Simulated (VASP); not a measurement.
# In (Cmcm) in VASP: a series of runs

Runs on In. Level: PBE. Tasks: single point.

All numbers are computed with VASP 6.6.1; they aren't measurements. Logs are shortened: lines on timing, memory, paths and dates and some standing lists are left out, and cuts for length are marked.

## (1) The cell of the first run

Symmetry: Cmcm, No. 63, orthorhombic system. Conventional cell: a = 3.461 Å, b = 5.812 Å, c = 5.515 Å, α = 90.00°, β = 90.00°, γ = 90.00°. In (site symmetry m2m) has 12 In at 3.38 to 3.46 Å within 4.4 Å.

## (2) Single point, PBE

Contents of INCAR:

```
ALGO = Normal
EDIFF = 1E-7
ENCUT = 520
GGA = PE
ISIF = 2
ISMEAR = 0
LASPH = True
LCHARG = True
LELF = True
LREAL = False
LVHAR = True
LWAVE = False
NBANDS = 20
NELM = 100
PREC = Accurate
SIGMA = 0.1
```

Contents of KPOINTS:

```
k-points
0
Gamma
  18 18 10
```

Contents of POSCAR:

```
In
1.0
    1.7306458278     -2.9058860261      0.0000000000
    1.7306458278      2.9058860261      0.0000000000
    0.0000000000      0.0000000000      5.5151774823
In
2
Direct
    0.3273185410      0.6726814590      0.2500000000
    0.6726814590      0.3273185410      0.7500000000
```

Potentials or basis: VASP PAW PBE potentials, release 64 (In_d).

Launch:

```bash
$ cat potpaw_PBE.64/In_d/POTCAR > POTCAR
$ mpirun -np 1 vasp_std > vasp.out
```

OUTCAR:

```text
EDIFF = 1E-7
   ENCUT = 520
   GGA = PE
   ISIF = 2
   ISMEAR = 0
   LASPH = True
   LREAL = False
   NELM = 100
   PREC = Accurate

 ion  position               nearest neighbor table
   1  0.327  0.673  0.250-   2 3.38   2 3.38   2 3.38   2 3.38   2 3.41   2 3.41
   2  0.673  0.327  0.750-   1 3.38   1 3.38   1 3.38   1 3.38   1 3.41   1 3.41

  LATTYP: Found a base centered orthorhombic cell.
 ALAT       =     3.4612916556
 B/A-ratio  =     1.6790760879
 C/A-ratio  =     1.5933871026

  Lattice vectors:

 A1 = (   1.7306458278,  -2.9058860261,   0.0000000000)
 A2 = (   1.7306458278,   2.9058860261,   0.0000000000)
 A3 = (   0.0000000000,   0.0000000000,   5.5151774823)

Analysis of symmetry for initial positions (statically):
=====================================================================
 Subroutine PRICEL returns:
 Original cell was already a primitive cell.

 Routine SETGRP: Setting up the symmetry group for a
 base centered orthorhombic supercell.

 Subroutine GETGRP returns: Found  8 space group operations
 (whereof  4 operations were pure point group operations)
 out of a pool of  8 trial point group operations.

The static configuration has the point symmetry C_2h.
 The point group associated with its full space group is D_2h.

Analysis of symmetry for dynamics (positions and initial velocities):
=====================================================================
 Subroutine PRICEL returns:
 Original cell was already a primitive cell.

 Routine SETGRP: Setting up the symmetry group for a
 base centered orthorhombic supercell.

 Subroutine GETGRP returns: Found  8 space group operations
 (whereof  4 operations were pure point group operations)
 out of a pool of  8 trial point group operations.

The dynamic configuration has the point symmetry C_2h.
 The point group associated with its full space group is D_2h.

 Subroutine INISYM returns: Found  8 space group operations
 (whereof  4 operations are pure point group operations),
 and found     1 'primitive' translations

----------------------------------------------------------------------------------------

                                     Primitive cell

  volume of cell :      55.4723

  direct lattice vectors                    reciprocal lattice vectors
     1.730645828 -2.905886026  0.000000000     0.288909488 -0.172064560  0.000000000
     1.730645828  2.905886026  0.000000000     0.288909488  0.172064560  0.000000000
     0.000000000  0.000000000  5.515177482     0.000000000  0.000000000  0.181317828

  length of vectors
     3.382204692  3.382204692  5.515177482     0.336266122  0.336266122  0.181317828

  position of ions in fractional coordinates (direct lattice)
     0.327318541  0.672681459  0.250000000
     0.672681459  0.327318541  0.750000000

  ion indices of the primitive-cell ions
   primitive index   ion index
                 1           1
                 2           2

----------------------------------------------------------------------------------------

 KPOINTS: k-points

Automatic generation of k-mesh.
 Grid dimensions read from file:
 generate k-points for:   18   18   10

 Generating k-lattice:

  Cartesian coordinates                     Fractional coordinates (reciprocal lattice)
     0.016050527 -0.009559142  0.000000000     0.055555556  0.000000000  0.000000000
     0.016050527  0.009559142  0.000000000     0.000000000  0.055555556  0.000000000
     0.000000000  0.000000000  0.018131783     0.000000000  0.000000000  0.100000000

  Length of vectors
     0.018681451  0.018681451  0.018131783

  Shift w.r.t. Gamma in fractional coordinates (k-lattice)
     0.000000000  0.000000000  0.000000000

 Subroutine IBZKPT returns following result:
 ===========================================

 Found    546 irreducible k-points:

 Following reciprocal coordinates:
            Coordinates               Weight
  0.000000  0.000000  0.000000      1.000000
  0.055556 -0.000000  0.000000      4.000000
  0.111111 -0.000000  0.000000      4.000000
  0.166667  0.000000  0.000000      4.000000
  0.222222 -0.000000  0.000000      4.000000
  0.277778  0.000000  0.000000      4.000000
[... 16 lines left out ...]
 -0.277778  0.055556  0.000000      4.000000
 -0.222222  0.055556  0.000000      4.000000
 [... further k-points ...]
   k-points           NKPTS =    546   k-points in BZ     NKDIM =    546   number of bands    NBANDS=     20
   number of dos      NEDOS =    301   number of ions     NIONS =      2
   total plane-waves  NPLWV =  32928
   dimension x,y,z NGX =    28 NGY =   28 NGZ =   42
   dimension x,y,z NGXF=    56 NGYF=   56 NGZF=   84
   ions per type =               2
   NGX,Y,Z   is equivalent  to a cutoff of  13.76, 13.76, 12.66 a.u.
   NGXF,Y,Z  is equivalent  to a cutoff of  27.53, 27.53, 25.32 a.u.
 SYSTEM =  unknown system
   PREC   = accura    normal or accurate (medium, high low for compatibility)
   ISTART =      0    job   : 0-new  1-cont  2-samecut
   ICHARG =      2    charge: 1-file 2-atom 10-const
   ISPIN  =      1    spin polarized calculation?
   LNONCOLLINEAR =      F non collinear calculations
   LSORBIT =      F    spin-orbit coupling
   LASPH  =      T    aspherical Exc in radial PAW
   ENCUT  =  520.0 eV  38.22 Ry    6.18 a.u.   6.29  6.29 10.25*2*pi/ulx,y,z
   NELM   =    100;   NELMIN=  2; NELMDL= -5     # of ELM steps
   EDIFF  = 0.1E-06   stopping-criterion for ELM
   LREAL  =      F    real-space projection
   EDIFFG = 0.1E-05   stopping-criterion for IOM
   NSW    =      0    number of steps for IOM
   IBRION =     -1    ionic relax: 0-MD 1-quasi-New 2-CG
   NFREE  =      0    steps in history (QN), initial steepest desc. (CG)
   ISIF   =      2    stress and relaxation
   ISYM   =      2    0-nonsym 1-usesym 2-fastsym
   POTIM  = 0.5000    time-step for ionic-motion
   TEBEG  =    0.0;   TEEND  =   0.0 temperature during run
   PSTRESS=    0.0 pullay stress
   NELECT =      26.0000    total number of electrons
   NUPDOWN=      -1.0000    fix difference up-down
   EMIN   =  10.00;   EMAX   =-10.00  energy-range for DOS
   EFERMI =   0.00;   METHOD = LEGACY
   ISMEAR =     0;   SIGMA  =   0.10  broadening in eV -4-tet -1-fermi 0-gaus
   EFERMI_NEDOS =   21; number of points for ismear=-14 and -15
   IALGO  =     38    algorithm
   IMIX   =      4    mixing-type and parameters
     AMIX     =   0.40;   BMIX     =  1.00
     AMIX_MAG =   1.60;   BMIX_MAG =  1.00
  volume/ion in A,a.u.               =      27.74       187.17
  Fermi-wavevector in a.u.,A,eV,Ry     =   1.271668  2.403105 22.002530  1.617140
  Thomas-Fermi vector in A             =   2.404589
   LORBIT       =      0    0 simple, 1 ext, 2 COOP (PROOUT), +10 PAW based schemes
   GGA     = PE    functional components
   LHFCALC =     F    Hartree Fock is set to
   AEXX    =    0.0000 exact exchange contribution
   IVDW    =     0    specifies the selected vdW correction
   LEPSILON=     F    determine dielectric tensor
   LRPA    =     F    only Hartree local field effects (RPA)
 non-spin polarized calculation
 Gauss-broadening in eV      SIGMA  =   0.10
  energy-cutoff  :      520.00
  volume of cell :       55.47
 maximum number of plane-waves:      1520
 NGX is ok and might be reduce to    28

 number of electron      26.0000003 magnetization

 Free energy of the ion-electron system (eV)
  ---------------------------------------------------
  ext. energy  EPLUGINS =         0.00000000
  ---------------------------------------------------
  free energy    TOTEN  =        -5.11103284 eV

  energy without entropy =       -5.10661919  energy(sigma->0) =       -5.10882601

 E-fermi :   6.9055     XC(G=0):  -9.9787

 val. band max:        6.9018900734   @ k =   0.4444   0.3333   0.1000
 cond. band min:       6.9112567102   @ k =  -0.3333   0.3333   0.3000
 fundamental gap:      0.0093666369
 Fermi energy:         6.9054979552

 k-point     1 :       0.0000    0.0000    0.0000
  band No.  band energies     occupation
      1      -7.7457      2.00000
      2      -7.6974      2.00000
      3      -7.6955      2.00000
      4      -7.6661      2.00000
      5      -7.6476      2.00000
      6      -7.6252      2.00000
[... 12 lines left out ...]
     19      17.6019      0.00000
     20      17.8084      0.00000

 k-point     2 :       0.0556   -0.0000    0.0000
  band No.  band energies     occupation
      1      -7.7431      2.00000
      2      -7.7064      2.00000
      3      -7.6823      2.00000
      4      -7.6629      2.00000
      5      -7.6425      2.00000
      6      -7.6248      2.00000
[... 12 lines left out ...]
     19      17.8193      0.00000
     20      18.2219      0.00000

 k-point     3 :       0.1111   -0.0000    0.0000
  band No.  band energies     occupation
      1      -7.7445      2.00000
      2      -7.7063      2.00000
      3      -7.6695      2.00000
      4      -7.6476      2.00000
      5      -7.6338      2.00000
      6      -7.6271      2.00000
[... 12 lines left out ...]
     19      17.2321      0.00000
     20      18.7932      0.00000

 k-point     4 :       0.1667    0.0000    0.0000
  band No.  band energies     occupation
      1      -7.7605      2.00000
      2      -7.6913      2.00000
      3      -7.6648      2.00000
      4      -7.6487      2.00000
      5      -7.6161      2.00000
      6      -7.6160      2.00000
[... 12 lines left out ...]
     19      17.0310      0.00000
     20      18.4618      0.00000

 k-point     5 :       0.2222   -0.0000    0.0000
  band No.  band energies     occupation
      1      -7.7831      2.00000
      2      -7.6840      2.00000
      3      -7.6694      2.00000
      4      -7.6507      2.00000
      5      -7.6325      2.00000
      6      -7.5771      2.00000
[... 12 lines left out ...]
     19      16.6294      0.00000
     20      18.2251      0.00000
[... 353 lines left out ...]
      6      -7.5603      2.00000
[... 12 lines left out ...]
     19      15.2642      0.00000
     20      16.8130      0.00000

 k-point    22 :      -0.3333    0.0556    0.0000
  band No.  band energies     occupation
      1      -7.8104      2.00000
      2      -7.7128      2.00000
      3      -7.6899      2.00000
      4      -7.6550      2.00000
      5      -7.6175      2.00000
      6      -7.5421      2.00000
[... 12 lines left out ...]
     19      15.6032      0.00000
     20      17.1580      0.00000

 k-point    23 :      -0.2778    0.0556    0.0000
  band No.  band energies     occupation
      1      -7.7873      2.00000
      2      -7.6869      2.00000
      3      -7.6838      2.00000
      4      -7.6419      2.00000
      5      -7.6413      2.00000
      6      -7.5615      2.00000
[... 12 lines left out ...]
     19      16.0534      0.00000
     20      17.5972      0.00000

 k-point    24 :      -0.2222    0.0556    0.0000
  band No.  band energies     occupation
      1      -7.7638      2.00000
      2      -7.6871      2.00000
      3      -7.6629      2.00000
      4      -7.6571      2.00000
      5      -7.6263      2.00000
      6      -7.5939      2.00000
[... 12 lines left out ...]
     19      16.5450      0.00000
     20      18.1016      0.00000

 [... further k-points ...]
[... 5 lines left out ...]
  --------------------------------------------------------------------------------------
  -------------------------------------------------------------------------------------
  Total       -0.0086750     -0.0193355     -0.0161524      0.0000000     -0.0000000      0.0000000
  in kB       -0.2505568     -0.5584557     -0.4665224      0.0000000     -0.0000000      0.0000000
  external PRESSURE =      -0.4251783 kB  Pullay stress =       0.0000000 kB

 VOLUME and BASIS-vectors are now :
 -----------------------------------------------------------------------------
  energy-cutoff  :      520.00
  volume of cell :       55.47
      direct lattice vectors                 reciprocal lattice vectors
     1.730645828 -2.905886026  0.000000000     0.288909488 -0.172064560  0.000000000
     1.730645828  2.905886026  0.000000000     0.288909488  0.172064560  0.000000000
     0.000000000  0.000000000  5.515177482     0.000000000  0.000000000  0.181317828

 POSITION                                       TOTAL-FORCE (eV/Angst)
 -----------------------------------------------------------------------------------
      1.73065      1.00359      1.37879         0.000000      0.002551      0.000000
      1.73065     -1.00359      4.13638         0.000000     -0.002551      0.000000
 -----------------------------------------------------------------------------------
    total drift:                                0.000000      0.000000      0.000000

  FREE ENERGIE OF THE ION-ELECTRON SYSTEM (eV)
  ---------------------------------------------------
  free  energy   TOTEN  =        -5.1110328359 eV

  energy  without entropy=       -5.1066191915  energy(sigma->0) =       -5.10882601
```

Run time: 3.2 min. Hardware: 1 thread of Intel Xeon 6975P-C (Granite Rapids), shared host; peak memory 0.55 GiB.

Results:

* Free energy: -5.1110 eV
* Pressure: 0.0 GPa
* Band gap on the k mesh: zero (band 13 reaches 10.51 eV, above the bottom of band 14 at 4.33 eV)

Forces on the atoms (eV/Å):
```
In   0.000  0.003  0.000
In   0.000 -0.003  0.000
```

Caveat: spin-orbit coupling is left out, which moves the levels of the heavy elements.

## (3) Single point, PBE

This run uses another cell than the first one, of the same volume but with other edges.

Contents of INCAR:

```
SYSTEM = In
  ALGO = Normal
  EDIFF = 1E-6
  ENCUT = 520
  GGA = PE
  ISIF = 2
  ISMEAR = 0
  LASPH = .TRUE.
  LCHARG = .FALSE.
  LREAL = .FALSE.
  LWAVE = .FALSE.
  NBANDS = 20
  NELM = 100
  PREC = Accurate
  SIGMA = 0.1
```

Contents of KPOINTS:

```
k-points
0
G
  6 6 4
  0 0 0
```

Contents of POSCAR:

```
In
1.0
    1.7194689169     -2.8233121665      0.0000000000
    1.7194689169      2.8233121665      0.0000000000
    0.0000000000      0.0000000000      5.7135674771
In
2
Direct
    0.3423182599      0.6576817401      0.2500000000
    0.6576817401      0.3423182599      0.7500000000
```

Potentials or basis: VASP PAW PBE potentials, release 64 (In_d).

Launch:

```bash
$ cat potpaw_PBE.64/In_d/POTCAR > POTCAR
$ mpirun -np 1 vasp_std > vasp.out
```

Wall time 13 s (1 thread of Intel Xeon 6975P-C (Granite Rapids), shared host); peak memory 0.18 GiB.

Results (log left out):

| Property | Result |
| --- | --- |
| Free energy | -5.1491 eV |
| Pressure | -0.3 GPa |
| Largest force | 0.008 eV/Å |
| Band gap on the k mesh | zero (band 13 reaches 9.72 eV, above the bottom of band 14 at 4.37 eV) |

Forces on the atoms (eV/Å):
```
In   0.000  0.008  0.000
In   0.000 -0.008  0.000
```

Stress tensor (GPa, compression positive):
```
-0.38  0.00  0.00
 0.00 -0.06  0.00
 0.00  0.00 -0.45
```

Levels at points of the mesh, in eV from the Fermi level:
```tsv
k point	band 9	band 10	band 11	band 12	band 13	band 14	band 15	band 16	band 17	band 18
(0.00, 0.00, 0.00)	-14.37	-14.33	-9.18	-4.75	-3.29	8.23	8.64	9.14	9.52	10.16
(0.50, 0.00, 0.00)	-14.30	-14.28	-4.82	-3.93	-0.35	0.03	0.68	2.85	4.67	7.82
(0.50, 0.50, 0.00)	-14.28	-14.26	-4.20	-3.78	0.04	0.25	1.40	2.76	3.58	6.93
(0.00, 0.00, 0.50)	-14.39	-14.39	-7.93	-7.93	2.32	2.32	8.97	8.97	9.52	9.52
(0.50, 0.00, 0.50)	-14.28	-14.28	-3.68	-3.68	-2.52	-2.52	5.51	5.51	6.01	6.01
(0.50, 0.50, 0.50)	-14.27	-14.27	-3.06	-3.06	-2.42	-2.42	4.93	4.93	5.63	5.63
```

Caveat: spin-orbit coupling is left out, which moves the levels of the heavy elements.
